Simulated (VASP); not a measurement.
Here is a VASP 6.6.1 calculation.

POSCAR

```
CuF
1.0
    3.5086571515      0.0000000000      0.0000000000
   -1.7543285757      3.0385862264      0.0000000000
    0.0000000000      0.0000000000      5.0825198637
Cu F
2 2
Direct
    0.3333333333      0.6666666667      0.2500000000
    0.6666666667      0.3333333333      0.7500000000
    0.6666666667      0.3333333333      0.2500000000
    0.3333333333      0.6666666667      0.7500000000
```

The input INCAR.step1:

```
PREC = Accurate ; ENCUT = 520
ISMEAR = -1 ; SIGMA = 0.02
LREAL = False ; LASPH = True
NELM = 80 ; NBANDS = 26
GGA = PE ; ALGO = Normal
EDIFF = 1E-4 ; LWAVE = True
LCHARG = False
```

File INCAR.step2:

```
PREC = Accurate ; ENCUT = 520
EDIFF = 1E-6 ; ISMEAR = -1
SIGMA = 0.02 ; LREAL = False
LASPH = True ; NELM = 80
ALGO = Normal ; ISIF = 2
LWAVE = False ; LCHARG = False
METAGGA = R2SCAN ; LMIXTAU = True
NBANDS = 26 ; ISTART = 1
```

KPOINTS

```
regular mesh
0
Gamma
  12 12 4
```

Potentials or basis: VASP PAW PBE potentials, release 64 (Cu, F).

The run is started by

```console
$ cat potpaw_PBE.64/Cu/POTCAR potpaw_PBE.64/F/POTCAR > POTCAR
$ cp INCAR.step1 INCAR
$ mpirun -np 1 vasp_std > vasp.out
$ cp INCAR.step2 INCAR
$ mpirun -np 1 vasp_std > vasp.out
```

Estimate the pressure.

0.3 GPa.

Predict the band gap on the k mesh.

zero (band 18 reaches 3.16 eV, above the bottom of band 19 at 3.12 eV).

Stress tensor (GPa, compression positive):
```
 0.54  0.00  0.00
 0.00  0.54  0.00
 0.00  0.00 -0.21
```

Caveat: the PAW data sets were made with another functional, which shifts forces and pressure a little; semilocal functionals often make such compounds metallic where correlation or magnetic order opens a gap, which also shifts bond lengths. With open d or f shells a metallic result of r2SCAN can be an artefact of self-interaction; +U or a hybrid may open a gap.
